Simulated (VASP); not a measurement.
# Si4BW: relaxation of cell and atoms with PBE

Crystal: Si4BW.

```
Si B W
1.0
     2.77085    0.00000    0.00000
    -0.01149    5.62637    0.00000
    -0.07908   -0.08934   11.21354
Si B W
8 2 2
Direct
  0.00690 0.16355 0.82126
  0.99578 0.15821 0.32563
  0.00022 0.83442 0.68285
  0.00592 0.84972 0.17265
  0.00924 0.36610 0.57786
  0.00421 0.34786 0.07497
  0.99912 0.62144 0.92945
  0.99371 0.66150 0.41732
  0.98451 0.49834 0.75178
  0.00137 0.50257 0.24558
  0.50031 0.00660 0.50743
  0.49869 0.98968 0.99323
```

```json
{"Program": "VASP 6.6.1", "Task": "relaxation of cell and atoms", "Functional": "PBE", "Potentials or basis": "VASP PAW PBE potentials, release 64 (Si, B, W_sv)", "Cutoff": "600 eV", "k mesh": "6 × 4 × 2", "Occupations": "gaussian, width 0.1 eV", "Spin": "no spin polarisation", "Dipole correction": "no", "Further INCAR settings": "ALGO = Fast; EDIFF = 1e-06; IBRION = 2; EDIFFG = -0.04; NSW = 90; ISIF = 3"}
```

```
Relaxed volume                        : 14.38 Å³/atom
Relaxed cell                          : a = 2.675 Å, b = 5.679 Å, c = 11.358 Å, α = 90.01°, β = 90.00°, γ = 90.00°
Space group after relaxing (to 0.1 Å) : P4/m (No. 83)
Energy gained by relaxing             : 30.4 meV/atom
Ionic steps                           : 16
Pressure after relaxing               : -0.1 GPa
Largest force after relaxing          : 0.021 eV/Å
Band gap on the k mesh                : zero (bands 33 and 34 overlap by 3.21 eV)
```

Forces on the atoms (eV/Å):
```
Si   0.001  0.005 -0.003
Si   0.000 -0.006  0.017
Si   0.004 -0.011  0.010
Si  -0.003  0.006 -0.020
Si   0.003 -0.016  0.010
Si  -0.005  0.006  0.002
Si   0.003 -0.003 -0.001
Si   0.001  0.011 -0.012
B   -0.004  0.017 -0.001
B   -0.001 -0.013 -0.003
W    0.001 -0.006 -0.001
W    0.001  0.011  0.001
```

Step by step:
| step | energy change (eV) | largest force (eV/Å) | pressure (GPa) | volume (Å³) |
| --- | --- | --- | --- | --- |
| 1 | 0.0000 | 1.4599 | -1.52 | 174.82 |
| 2 | -0.2275 | 0.5118 | 1.16 | 171.29 |
| 3 | -0.2332 | 0.5724 | 1.81 | 170.61 |
| 4 | -0.2980 | 0.5337 | -0.95 | 173.44 |
| 5 | -0.2983 | 0.5335 | -0.79 | 173.25 |
| 6 | -0.3366 | 0.2763 | 0.08 | 172.32 |
| 7 | -0.3410 | 0.3033 | 0.51 | 171.88 |
| 8 | -0.3535 | 0.2007 | -0.39 | 172.82 |
| 9 | -0.3544 | 0.2013 | -0.67 | 173.14 |
| 10 | -0.3615 | 0.1408 | 0.24 | 172.17 |
| 11 | -0.3615 | 0.1385 | 0.22 | 172.22 |
| 12 | -0.3637 | 0.0604 | -0.05 | 172.51 |
| 13 | -0.3639 | 0.0625 | -0.17 | 172.64 |
| 14 | -0.3648 | 0.0530 | 0.10 | 172.36 |
| 15 | -0.3648 | 0.0529 | 0.11 | 172.35 |
| 16 | -0.3653 | 0.0212 | -0.07 | 172.52 |

Final structure:
```cif
data_structure
_symmetry_space_group_name_H-M 'P 1'
_symmetry_Int_Tables_number 1
_cell_length_a 2.6747
_cell_length_b 5.6786
_cell_length_c 11.3580
_cell_angle_alpha 90.010
_cell_angle_beta 89.999
_cell_angle_gamma 90.002
_cell_volume 172.52
loop_
_atom_site_label
_atom_site_type_symbol
_atom_site_fract_x
_atom_site_fract_y
_atom_site_fract_z
_atom_site_occupancy
Si1 Si 0.00010 0.15362 0.82160 1
Si2 Si 0.99989 0.15465 0.32140 1
Si3 Si 0.99932 0.84595 0.67830 1
Si4 Si 0.00065 0.84591 0.17870 1
Si5 Si 0.99933 0.35727 0.57700 1
Si6 Si 0.00086 0.35668 0.07700 1
Si7 Si 0.99993 0.64280 0.92288 1
Si8 Si 0.99955 0.64321 0.42311 1
B1 B 0.00018 0.49958 0.75000 1
B2 B 0.00029 0.50039 0.25001 1
W1 W 0.49971 0.00039 0.49991 1
W2 W 0.50020 0.99953 0.00009 1
```

Levels at points of the mesh, in eV from the Fermi level:
```tsv
k point	band 31	band 32	band 33	band 34	band 35	band 36
(0.00, 0.00, 0.00)	0.96	1.71	1.83	1.84	1.84	2.05
(0.50, 0.00, 0.00)	-2.12	-1.51	-0.85	-0.72	-0.62	-0.37
(0.00, 0.50, 0.00)	-0.52	0.95	1.71	1.75	1.75	1.84
(0.50, 0.50, 0.00)	-1.51	-1.03	-1.03	-0.72	-0.62	0.10
(0.00, 0.00, 0.50)	1.63	1.63	1.77	1.77	1.84	1.84
(0.50, 0.00, 0.50)	-1.14	-1.13	-0.57	-0.56	-0.45	-0.45
(0.00, 0.50, 0.50)	0.15	0.15	1.73	1.73	1.79	1.80
(0.50, 0.50, 0.50)	-1.42	-1.41	-1.39	-1.38	-0.18	-0.18
```

Run time: 67 min on 1 thread of Oxide Virtual Turin-like Processor (shared host), peak memory 0.44 GiB.

Caveat: the k points lie up to 0.39 Å⁻¹ apart in the final cell, too coarse for converged energies and pressures of a metal; spin-orbit coupling is left out, which moves the levels of the heavy elements.
